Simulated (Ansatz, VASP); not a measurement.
## RbAl2O3: VASP beside Ansatz

```
CELL_PARAMETERS angstrom
5.53127 0.00000 0.00000
-2.76564 4.79022 0.00000
0.00000 0.00000 2.78159
ATOMIC_POSITIONS crystal
Rb 0.00000 0.00000 0.50000
Al 0.33333 0.66667 0.50000
Al 0.66667 0.33333 0.50000
O 0.50000 0.50000 0.00000
O 0.00000 0.50000 0.00000
O 0.50000 0.00000 0.00000
```

Alike in both runs: functional PBE; k mesh 6 × 6 × 8; occupations gaussian, width 0.1 eV; no spin polarisation.

Ansatz relaxed the structure, and its values are those at the end. VASP's run is a single point on that final structure, the one shown.

```csv
,VASP,Ansatz
version,VASP 6.6.1,Ansatz 0.2.0
potentials or method,"VASP PAW PBE potentials, release 64 (Rb_sv, Al, O), cutoff 600 eV","scalar-relativistic, plane waves, PAW"
valence electrons in the cell,33,33
```

|  | VASP | Ansatz | Ansatz less VASP |
| --- | --- | --- | --- |
| gap on the k mesh at the Fermi level (eV) | none | none | - |
| pressure (GPa) | 0.0 | 0.1 | +0.06 |

A gap of «none» marks a metal or a gap that the smearing closes.
